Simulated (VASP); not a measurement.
Crystal: Al4FeCo3.

```xyz
8
Lattice="0.0106 -0.0040 2.8302 5.5369 0.0016 0.0212 0.0016 5.5927 -0.0080" Properties=species:S:1:pos:R:3 pbc="T T T"
Al    4.1395    4.1161    0.0313
Al    4.0848    1.4689    0.0427
Al    1.3489    4.1516    0.0483
Al    1.4173    1.4261   -0.0047
Fe    2.8259    2.7909    1.3360
Co    2.7849    0.0107    1.4466
Co   -0.0257    2.7782    1.4209
Co    0.0612    0.0323    1.3787
```

| Item | Value |
| --- | --- |
| Program | VASP 6.6.1 |
| Task | relaxation of cell and atoms |
| Functional | PBE |
| Potentials or basis | VASP PAW PBE potentials, release 64 (Al, Fe, Co) |
| Cutoff | 600 eV |
| k mesh | 8 × 4 × 4 |
| Occupations | gaussian, width 0.2 eV |
| Spin | no spin polarisation |

At the start: pressure 13.9 GPa; volume 10.95 Å³/atom.

Task: How do energy, volume and symmetry change on relaxing?

Result: Over 11 steps the energy falls by 69.6 meV/atom and the volume is 11.63 Å³/atom (+6.2 %); space group P4/mmm (No. 123, to 0.05 Å).

Step by step:
| step | energy change (eV) | largest force (eV/Å) | pressure (GPa) | volume (Å³) |
| --- | --- | --- | --- | --- |
| 1 | 0.0000 | 2.3828 | 13.89 | 87.64 |
| 2 | -0.2151 | 0.3715 | -11.20 | 100.23 |
| 3 | -0.4903 | 0.6200 | -2.08 | 94.33 |
| 4 | -0.4906 | 0.5803 | -2.64 | 94.58 |
| 5 | -0.5473 | 0.2174 | 0.25 | 92.95 |
| 6 | -0.5487 | 0.1694 | 0.77 | 92.66 |
| 7 | -0.5546 | 0.0906 | -0.21 | 93.14 |
| 8 | -0.5547 | 0.0897 | -0.41 | 93.25 |
| 9 | -0.5564 | 0.0516 | 0.07 | 92.99 |
| 10 | -0.5565 | 0.0510 | 0.18 | 92.92 |
| 11 | -0.5571 | 0.0215 | -0.01 | 93.03 |

Final structure:
```cif
data_structure
_symmetry_space_group_name_H-M 'P 1'
_symmetry_Int_Tables_number 1
_cell_length_a 2.8529
_cell_length_b 5.7109
_cell_length_c 5.7100
_cell_angle_alpha 90.000
_cell_angle_beta 90.000
_cell_angle_gamma 89.998
_cell_volume 93.03
loop_
_atom_site_label
_atom_site_type_symbol
_atom_site_fract_x
_atom_site_fract_y
_atom_site_fract_z
_atom_site_occupancy
Al1 Al 0.00003 0.74818 0.74773 1
Al2 Al 0.00007 0.74724 0.25233 1
Al3 Al 0.99988 0.25189 0.74768 1
Al4 Al 0.00022 0.25279 0.25239 1
Fe1 Fe 0.50024 0.50023 0.50041 1
Co1 Co 0.49966 0.49980 0.99960 1
Co2 Co 0.49977 0.99994 0.49960 1
Co3 Co 0.50013 0.99993 0.00027 1
```
